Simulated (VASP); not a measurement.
# CsH6 (P6/mmm) in VASP: further runs

CsH6 is run at these levels: PBE; tasks: single point, relaxation of cell and atoms.

Everything below comes from runs of VASP 6.6.1. Logs are shortened: lines on timing, memory, paths and dates and some standing lists are left out, and cuts for length are marked.

### 1 The cell of the first run

The structure is hexagonal, space group P6/mmm (No. 191). The conventional cell has a = 5.589 Å, b = 5.589 Å, c = 6.640 Å, α = 90.00°, β = 90.00°, γ = 120.00°. Within 5.3 Å of Cs (site symmetry 6/mmm) lie 24 H at 4.06 to 4.64 Å. H (site symmetry 2mm) has 1 H at 0.76 Å within 1.0 Å.

### 2 Single point, PBE

File INCAR:

```
SYSTEM = CsH6
ALGO = Normal
EDIFF = 1E-7
ENCUT = 520
GGA = PE
ISIF = 2
ISMEAR = 0
LASPH = .TRUE.
LCHARG = .FALSE.
LREAL = .FALSE.
LWAVE = .FALSE.
NBANDS = 16
NELM = 100
PREC = Accurate
SIGMA = 0.1
```

File KPOINTS:

```
k-points
0
G
  9 9 6
  0 0 0
```

File POSCAR:

```
CsH6
1.0
    5.5889860429      0.0000000000      0.0000000000
   -2.7944930214      4.8402038945      0.0000000000
    0.0000000000      0.0000000000      6.6401121510
Cs H
1 6
Direct
    0.0000000000      0.0000000000      0.5000000000
    0.5000000000      0.5000000000      0.0572598635
    0.0000000000      0.5000000000      0.0572598635
    0.5000000000      0.0000000000      0.0572598635
    0.0000000000      0.5000000000      0.9427401365
    0.5000000000      0.0000000000      0.9427401365
    0.5000000000      0.5000000000      0.9427401365
```

Potentials or basis: VASP PAW PBE potentials, release 64 (Cs_sv, H).

Started as:

```
$ cat potpaw_PBE.64/Cs_sv/POTCAR potpaw_PBE.64/H/POTCAR > POTCAR
$ mpirun -np 1 vasp_std > vasp.out
```

OUTCAR:

```text
SYSTEM = CsH6
   EDIFF = 1E-7
   ENCUT = 520
   GGA = PE
   ISIF = 2
   ISMEAR = 0
   LASPH = .TRUE.
   LREAL = .FALSE.
   NELM = 100
   PREC = Accurate

 ion  position               nearest neighbor table
   1  0.000  0.000  0.500-
   2  0.500  0.500  0.057-   7 0.76
   3  0.000  0.500  0.057-   5 0.76
   4  0.500  0.000  0.057-   6 0.76
   5  0.000  0.500  0.943-   3 0.76
   6  0.500  0.000  0.943-   4 0.76
   7  0.500  0.500  0.943-   2 0.76

  LATTYP: Found a hexagonal cell.
 ALAT       =     5.5889860429
 C/A-ratio  =     1.1880709846

  Lattice vectors:

 A1 = (   5.5889860429,   0.0000000000,   0.0000000000)
 A2 = (  -2.7944930214,   4.8402038945,   0.0000000000)
 A3 = (   0.0000000000,   0.0000000000,   6.6401121510)

Analysis of symmetry for initial positions (statically):
=====================================================================
 Subroutine PRICEL returns:
 Original cell was already a primitive cell.

 Routine SETGRP: Setting up the symmetry group for a
 hexagonal supercell.

 Subroutine GETGRP returns: Found 24 space group operations
 (whereof 24 operations were pure point group operations)
 out of a pool of 24 trial point group operations.

The static configuration has the point symmetry D_6h.

Analysis of symmetry for dynamics (positions and initial velocities):
=====================================================================
 Subroutine PRICEL returns:
 Original cell was already a primitive cell.

 Routine SETGRP: Setting up the symmetry group for a
 hexagonal supercell.

 Subroutine GETGRP returns: Found 24 space group operations
 (whereof 24 operations were pure point group operations)
 out of a pool of 24 trial point group operations.

The dynamic configuration has the point symmetry D_6h.

 Subroutine INISYM returns: Found 24 space group operations
 (whereof 24 operations are pure point group operations),
 and found     1 'primitive' translations

----------------------------------------------------------------------------------------

                                     Primitive cell

  volume of cell :     179.6272

  direct lattice vectors                    reciprocal lattice vectors
     5.588986043  0.000000000  0.000000000     0.178923331  0.103301433  0.000000000
    -2.794493021  4.840203895  0.000000000     0.000000000  0.206602867  0.000000000
     0.000000000  0.000000000  6.640112151     0.000000000  0.000000000  0.150599866
[... 100 lines left out ...]
   ISIF   =      2    stress and relaxation
   ISYM   =      2    0-nonsym 1-usesym 2-fastsym
   POTIM  = 0.5000    time-step for ionic-motion
   TEBEG  =    0.0;   TEEND  =   0.0 temperature during run
   PSTRESS=    0.0 pullay stress
   NELECT =      15.0000    total number of electrons
   NUPDOWN=      -1.0000    fix difference up-down
   EMIN   =  10.00;   EMAX   =-10.00  energy-range for DOS
   EFERMI =   0.00;   METHOD = LEGACY
   ISMEAR =     0;   SIGMA  =   0.10  broadening in eV -4-tet -1-fermi 0-gaus
   EFERMI_NEDOS =   21; number of points for ismear=-14 and -15
   IALGO  =     38    algorithm
   IMIX   =      4    mixing-type and parameters
     AMIX     =   0.40;   BMIX     =  1.00
     AMIX_MAG =   1.60;   BMIX_MAG =  1.00
  volume/ion in A,a.u.               =      25.66       173.17
  Fermi-wavevector in a.u.,A,eV,Ry     =   0.715563  1.352218  6.966597  0.512030
  Thomas-Fermi vector in A             =   1.803756
   LORBIT       =      0    0 simple, 1 ext, 2 COOP (PROOUT), +10 PAW based schemes
   GGA     = PE    functional components
   LHFCALC =     F    Hartree Fock is set to
   AEXX    =    0.0000 exact exchange contribution
   IVDW    =     0    specifies the selected vdW correction
   LEPSILON=     F    determine dielectric tensor
   LRPA    =     F    only Hartree local field effects (RPA)
 non-spin polarized calculation
 Gauss-broadening in eV      SIGMA  =   0.10
  energy-cutoff  :      520.00
  volume of cell :      179.63
 maximum number of plane-waves:      4870
 NGX is ok and might be reduce to    42
   NGX = 21   NGY = 21   NGZ = 25

 number of electron      15.0000002 magnetization

 Free energy of the ion-electron system (eV)
  ---------------------------------------------------
  ext. energy  EPLUGINS =         0.00000000
  ---------------------------------------------------
  free energy    TOTEN  =       -21.04458916 eV

  energy without entropy =      -21.03817812  energy(sigma->0) =      -21.04138364

 E-fermi :   0.1578     XC(G=0):  -5.4075

 val. band max:        0.1380593061   @ k =   0.3333  -0.0000   0.1667
 cond. band min:       0.2106382003   @ k =   0.4444   0.0000   0.5000
 fundamental gap:      0.0725788942
 Fermi energy:         0.1578395166

 k-point     1 :       0.0000    0.0000    0.0000
  band No.  band energies     occupation
      1     -23.9708      2.00000
      2     -10.8125      2.00000
      3     -10.7077      2.00000
      4     -10.7077      2.00000
      5      -8.9004      2.00000
      6      -7.3335      2.00000
[... 433 lines left out ...]
      3     -10.7677      2.00000
      4     -10.7677      2.00000
      5      -8.1724      2.00000
      6      -8.1724      2.00000
[... 8 lines left out ...]
     15       4.5880      0.00000
     16       4.5880      0.00000

 [... further k-points ...]

------------------------ aborting loop because EDIFF is reached ----------------------------------------

  FORCE on cell =-STRESS in cart. coord.  units (eV):
  Direction    XX          YY          ZZ          XY          YZ          ZX
  --------------------------------------------------------------------------------------
  -------------------------------------------------------------------------------------
  Total       -0.0827291     -0.0827291     -0.0849332     -0.0000000     -0.0000000      0.0000000
  in kB       -0.7378989     -0.7378989     -0.7575584     -0.0000000     -0.0000000      0.0000000
  external PRESSURE =      -0.7444521 kB  Pullay stress =       0.0000000 kB

 VOLUME and BASIS-vectors are now :
 -----------------------------------------------------------------------------
  energy-cutoff  :      520.00
  volume of cell :      179.63
      direct lattice vectors                 reciprocal lattice vectors
     5.588986043  0.000000000  0.000000000     0.178923331  0.103301433  0.000000000
    -2.794493021  4.840203895  0.000000000     0.000000000  0.206602867  0.000000000
     0.000000000  0.000000000  6.640112151     0.000000000  0.000000000  0.150599866

 POSITION                                       TOTAL-FORCE (eV/Angst)
 -----------------------------------------------------------------------------------
      0.00000      0.00000      3.32006         0.000000      0.000000      0.000000
      1.39725      2.42010      0.38021        -0.000000     -0.000000     -0.003319
     -1.39725      2.42010      0.38021         0.000000     -0.000000     -0.003319
      2.79449      0.00000      0.38021        -0.000000      0.000000     -0.003319
     -1.39725      2.42010      6.25990         0.000000      0.000000      0.003319
      2.79449      0.00000      6.25990         0.000000     -0.000000      0.003319
      1.39725      2.42010      6.25990        -0.000000      0.000000      0.003319
 -----------------------------------------------------------------------------------
    total drift:                                0.000000     -0.000000      0.000000

  FREE ENERGIE OF THE ION-ELECTRON SYSTEM (eV)
  ---------------------------------------------------
  free  energy   TOTEN  =       -21.0445891554 eV

  energy  without entropy=      -21.0381781150  energy(sigma->0) =      -21.04138364
```

OSZICAR:

```text
N       E                     dE             d eps       ncg     rms          rms(c)
DAV:   1     0.670965754662E+02    0.67097E+02   -0.48309E+03  1536   0.661E+02
DAV:   2    -0.134568697844E+02   -0.80553E+02   -0.76984E+02  2152   0.127E+02
DAV:   3    -0.227445407358E+02   -0.92877E+01   -0.92650E+01  2024   0.460E+01
DAV:   4    -0.228811287028E+02   -0.13659E+00   -0.13657E+00  1912   0.660E+00
DAV:   5    -0.228822137244E+02   -0.10850E-02   -0.10849E-02  2064   0.582E-01    0.746E+00
DAV:   6    -0.216144061586E+02    0.12678E+01   -0.50126E-01  2080   0.419E+00    0.412E+00
DAV:   7    -0.210236733510E+02    0.59073E+00   -0.14698E+00  2168   0.517E+00    0.563E-01
DAV:   8    -0.210429339057E+02   -0.19261E-01   -0.95312E-02  1672   0.123E+00    0.247E-01
DAV:   9    -0.210447980080E+02   -0.18641E-02   -0.55437E-03  1744   0.380E-01    0.170E-01
DAV:  10    -0.210446179465E+02    0.18006E-03   -0.51386E-04  1888   0.784E-02    0.806E-02
DAV:  11    -0.210445889090E+02    0.29038E-04   -0.36076E-04  1712   0.880E-02    0.289E-02
DAV:  12    -0.210445894598E+02   -0.55079E-06   -0.12465E-05  2072   0.172E-02    0.947E-03
DAV:  13    -0.210445891293E+02    0.33049E-06   -0.76800E-06  2072   0.113E-02    0.158E-03
DAV:  14    -0.210445891554E+02   -0.26108E-07   -0.55729E-07  1704   0.271E-03
   1 F= -.21044589E+02 E0= -.21041384E+02  d E =-.641104E-02
```

stdout:

```text
POSCAR found type information on POSCAR CsH
 POSCAR found :  2 types and       7 ions
 scaLAPACK will be used
 LDA part: xc-table for (Slater+PW92), standard interpolation
 POSCAR, INCAR and KPOINTS ok, starting setup
 FFT: planning ... GRIDC
 FFT: planning ... GRID_SOFT
 FFT: planning ... GRID
 WAVECAR not read
 entering main loop
```

It took 64 s on 1 thread of Intel Xeon 6975P-C (Granite Rapids), shared host; peak memory 0.34 GiB.

What came out:

- Free energy: -21.0446 eV
- Pressure: -0.1 GPa
- Largest force: 0.003 eV/Å

Forces on the atoms (eV/Å):
```
Cs   0.000  0.000  0.000
H    0.000  0.000 -0.003
H    0.000  0.000 -0.003
H    0.000  0.000 -0.003
H    0.000  0.000  0.003
H    0.000  0.000  0.003
H    0.000  0.000  0.003
```

Levels at points of the mesh, in eV from the Fermi level:
```tsv
k point	band 4	band 5	band 6	band 7	band 8	band 9	band 10	band 11	band 12	band 13
(0.00, 0.00, 0.00)	-10.87	-9.06	-7.49	-7.49	-0.48	0.61	2.28	2.47	2.47	3.37
(0.00, 0.00, 0.50)	-10.86	-9.01	-7.49	-7.49	-1.32	2.10	2.10	2.28	2.72	2.72
```

Caveat: spin-orbit coupling is left out, which moves the levels of the heavy elements.

### 3 Relaxation of cell and atoms, PBE

This run uses another cell than the first one, of 23.45 Å³/atom, 0.914 times its volume.

File INCAR:

```
PREC = Accurate
ENCUT = 600
EDIFF = 1E-6
ISMEAR = 0
SIGMA = 0.1
LREAL = F
LASPH = T
NELM = 100
ALGO = Normal
ISIF = 3
LWAVE = F
LCHARG = F
GGA = PE
IBRION = 2
NSW = 100
EDIFFG = -0.01
```

File KPOINTS:

```
Automatic mesh
0
Gamma
  9 9 6
```

File POSCAR:

```
CsH6
1.0
    5.5730284371      0.0000000000      0.0000000000
   -2.7865142185      4.8263842025      0.0000000000
    0.0000000000      0.0000000000      6.1028998377
Cs H
1 6
Direct
    0.0000000000      0.0000000000      0.5000000000
    0.5000000000      0.5000000000      0.0625314245
    0.0000000000      0.5000000000      0.0625314245
    0.5000000000      0.0000000000      0.0625314245
    0.0000000000      0.5000000000      0.9374685755
    0.5000000000      0.0000000000      0.9374685755
    0.5000000000      0.5000000000      0.9374685755
```

Potentials or basis: VASP PAW PBE potentials, release 64 (Cs_sv, H).

Started as:

```
$ cat potpaw_PBE.64/Cs_sv/POTCAR potpaw_PBE.64/H/POTCAR > POTCAR
$ mpirun -np 1 vasp_std > vasp.out
```

Wall time 9.5 min (1 thread of Intel Xeon 6975P-C (Granite Rapids), shared host); peak memory 0.41 GiB.

The run converged. Its results:

- Free energy: -21.0453 eV
- Relaxed volume: 24.54 Å³/atom
- Relaxed cell: a = 5.521 Å, b = 5.521 Å, c = 6.508 Å, α = 90.00°, β = 90.00°, γ = 120.00°
- Space group after relaxing (to 0.05 Å): P6/mmm (No. 191)
- Energy gained by relaxing: 0.6 meV/atom
- Ionic steps: 24
- Pressure after relaxing: 0.0 GPa
- Largest force after relaxing: 0.004 eV/Å

Forces in eV/Å, atoms in the order of the input:
```
Cs   0.000  0.000  0.000
H    0.000  0.000  0.004
H    0.000  0.000  0.004
H    0.000  0.000  0.004
H    0.000  0.000 -0.004
H    0.000  0.000 -0.004
H    0.000  0.000 -0.004
```

The path:
| step | energy change (eV) | largest force (eV/Å) | pressure (GPa) | volume (Å³) |
| --- | --- | --- | --- | --- |
| 1 | 0.0000 | 0.0245 | 0.01 | 164.15 |
| 2 | 0.0000 | 0.0784 | -0.07 | 164.20 |
| 3 | -0.0001 | 0.0254 | -0.02 | 164.18 |
| 4 | -0.0004 | 0.0243 | -0.02 | 164.13 |
| 5 | -0.0011 | 0.0200 | -0.01 | 163.99 |
| 6 | -0.0021 | 0.0103 | 0.02 | 163.69 |
| 7 | -0.0024 | 0.0140 | 0.09 | 163.06 |
| 8 | -0.0026 | 0.0071 | 0.07 | 163.26 |
| 9 | -0.0020 | 0.1295 | -0.04 | 164.07 |
| 10 | -0.0026 | 0.0235 | 0.04 | 163.44 |
| 11 | -0.0028 | 0.0158 | 0.05 | 163.89 |
| 12 | -0.0033 | 0.0090 | 0.07 | 165.24 |
| 13 | -0.0037 | 0.0658 | 0.11 | 167.97 |
| 14 | -0.0017 | 0.2104 | 0.17 | 173.45 |
| 15 | -0.0035 | 0.1044 | 0.12 | 168.92 |
| 16 | -0.0035 | 0.0957 | 0.11 | 168.51 |
| 17 | -0.0035 | 0.0896 | 0.11 | 168.24 |
| 18 | -0.0036 | 0.0876 | 0.11 | 168.33 |
| 19 | -0.0036 | 0.0827 | 0.10 | 168.59 |
| 20 | -0.0038 | 0.0729 | 0.10 | 169.11 |
| 21 | -0.0039 | 0.0540 | 0.08 | 170.17 |
| 22 | -0.0040 | 0.0190 | 0.05 | 172.28 |
| 23 | -0.0040 | 0.0154 | 0.04 | 172.16 |
| 24 | -0.0041 | 0.0042 | 0.03 | 171.81 |

Final structure:
```yaml
crystal:
  lattice:
    - [5.52136, 0.00000, 0.00000]
    - [-2.76068, 4.78164, 0.00000]
    - [0.00000, 0.00000, 6.50754]
  atoms:
    - { symbol: Cs, position: [0.00000, 0.00000, 0.50000] }
    - { symbol: H, position: [0.50000, 0.50000, 0.05847] }
    - { symbol: H, position: [0.00000, 0.50000, 0.05847] }
    - { symbol: H, position: [0.50000, 0.00000, 0.05847] }
    - { symbol: H, position: [0.00000, 0.50000, 0.94153] }
    - { symbol: H, position: [0.50000, 0.00000, 0.94153] }
    - { symbol: H, position: [0.50000, 0.50000, 0.94153] }
```

Levels at points of the mesh, in eV from the Fermi level:
```
           k point  band 6  band 7  band 8  band 9  band 10  band 11
(0.00, 0.00, 0.00)   -7.47   -7.47   -0.45    0.61     2.32     2.51
(0.00, 0.00, 0.50)   -7.47   -7.47   -1.36    2.10     2.10     2.34
```

Caveat: spin-orbit coupling is left out, which moves the levels of the heavy elements.

### 4 Single point, PBE

File INCAR:

```
SYSTEM = CsH6
PREC = Accurate
ENCUT = 520
EDIFF = 1E-7
ISMEAR = 0
SIGMA = 0.1
LREAL = .FALSE.
LASPH = .TRUE.
NELM = 100
ALGO = Normal
ISIF = 2
LWAVE = .FALSE.
LCHARG = .FALSE.
GGA = PE
NBANDS = 16
```

File KPOINTS:

```
Automatic mesh
0
G
  9 9 6
  0 0 0
```

File POSCAR:

```
CsH6
1.0
    5.5889860429      0.0000000000      0.0000000000
   -2.7944930214      4.8402038945      0.0000000000
    0.0000000000      0.0000000000      6.6401121510
Cs H
1 6
Direct
    0.0000000000      0.0000000000      0.5000000000
    0.5000000000      0.5000000000      0.0572598635
    0.0000000000      0.5000000000      0.0572598635
    0.5000000000      0.0000000000      0.0572598635
    0.0000000000      0.5000000000      0.9427401365
    0.5000000000      0.0000000000      0.9427401365
    0.5000000000      0.5000000000      0.9427401365
```

Started as:

```
$ cat potpaw_PBE.64/Cs_sv/POTCAR potpaw_PBE.64/H/POTCAR > POTCAR
$ mpirun -np 1 vasp_std > vasp.out
```

Wall time 58 s (1 thread of Intel Xeon 6975P-C (Granite Rapids), shared host); peak memory 0.35 GiB.

The run converged. Its results:

```yaml
Free_energy: -21.0446 eV
Pressure: -0.1 GPa
Largest_force: 0.003 eV/Å
```

Forces on the atoms (eV/Å):
```
Cs   0.000  0.000  0.000
H    0.000  0.000 -0.003
H    0.000  0.000 -0.003
H    0.000  0.000 -0.003
H    0.000  0.000  0.003
H    0.000  0.000  0.003
H    0.000  0.000  0.003
```

Levels at points of the mesh, in eV from the Fermi level:
| k point | band 5 | band 6 | band 7 | band 8 | band 9 | band 10 | band 11 | band 12 |
| --- | --- | --- | --- | --- | --- | --- | --- | --- |
| (0.00, 0.00, 0.00) | -9.06 | -7.49 | -7.49 | -0.48 | 0.61 | 2.28 | 2.47 | 2.47 |
| (0.00, 0.00, 0.50) | -9.01 | -7.49 | -7.49 | -1.32 | 2.10 | 2.10 | 2.28 | 2.72 |

Caveat: spin-orbit coupling is left out, which moves the levels of the heavy elements.
